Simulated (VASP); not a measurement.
## KP4Ru: single point with PBE

KP4Ru:

```xyz
6
Lattice="4.6638 0.0000 0.0000 0.0000 4.6638 0.0000 0.0000 0.0000 6.5956" Properties=species:S:1:pos:R:3 pbc="T T T"
K     0.0000    0.0000    0.0000
P     2.3319    0.0000    1.6489
P     0.0000    2.3319    4.9467
P     2.3319    0.0000    4.9467
P     0.0000    2.3319    1.6489
Ru    2.3319    2.3319    3.2978
```

```yaml
Program: VASP 6.6.1
Task: single point
Functional: PBE
Potentials_or_basis: VASP PAW PBE potentials, release 64 (K_sv, P, Ru_pv)
Cutoff: 520 eV
k_mesh: 4 × 4 × 4
Occupations: gaussian, width 0.1 eV
Spin: no spin polarisation
Dipole_correction: no
Further_INCAR_settings: ALGO = Normal; EDIFF = 1e-07; NBANDS = 30
```

| Quantity | Value |
| --- | --- |
| Pressure | -10.1 GPa |
| Largest force | 2.704 eV/Å |
| Band gap on the k mesh | zero (an odd number of electrons rules out a gap without spin polarisation) |

Forces in eV/Å, atoms in the order of the input:
```
K    0.000  0.000  0.000
P    0.000  0.000  2.704
P    0.000  0.000 -2.704
P    0.000  0.000 -2.704
P    0.000  0.000  2.704
Ru   0.000  0.000  0.000
```

Stress tensor (GPa, compression positive):
```
-10.76   0.00   0.00
  0.00 -10.76   0.00
  0.00   0.00  -8.89
```

Levels at points of the mesh, in eV from the Fermi level:
| k point | band 17 | band 18 | band 19 | band 20 | band 21 | band 22 | band 23 | band 24 | band 25 | band 26 |
| --- | --- | --- | --- | --- | --- | --- | --- | --- | --- | --- |
| (0.00, 0.00, 0.00) | -2.36 | -0.88 | -0.72 | -0.07 | -0.07 | 1.11 | 1.24 | 1.27 | 1.27 | 2.43 |
| (0.50, 0.00, 0.00) | -1.50 | -1.19 | -0.93 | -0.80 | -0.80 | -0.47 | 0.21 | 0.46 | 1.05 | 1.51 |
| (0.50, 0.50, 0.00) | -1.82 | -1.62 | -0.96 | -0.96 | -0.67 | -0.34 | 1.40 | 2.41 | 2.44 | 2.44 |
| (0.00, 0.00, 0.50) | -1.73 | -1.73 | -0.87 | -0.19 | -0.19 | 0.30 | 0.30 | 1.21 | 1.21 | 2.14 |
| (0.50, 0.00, 0.50) | -1.06 | -1.04 | -1.00 | -0.72 | -0.70 | -0.53 | -0.36 | -0.26 | 0.15 | 0.81 |
| (0.50, 0.50, 0.50) | -1.64 | -1.60 | -1.00 | -1.00 | -0.65 | 0.03 | 1.07 | 1.07 | 1.60 | 2.12 |

It took 54 s on 1 thread of AMD EPYC 9R45 (Zen 5), with other jobs on the host, peak memory 0.24 GiB.

Caveat: the cell stands under tension; forces of over 1 eV/Å act on the atoms, so gaps and moduli don't describe the material at rest.
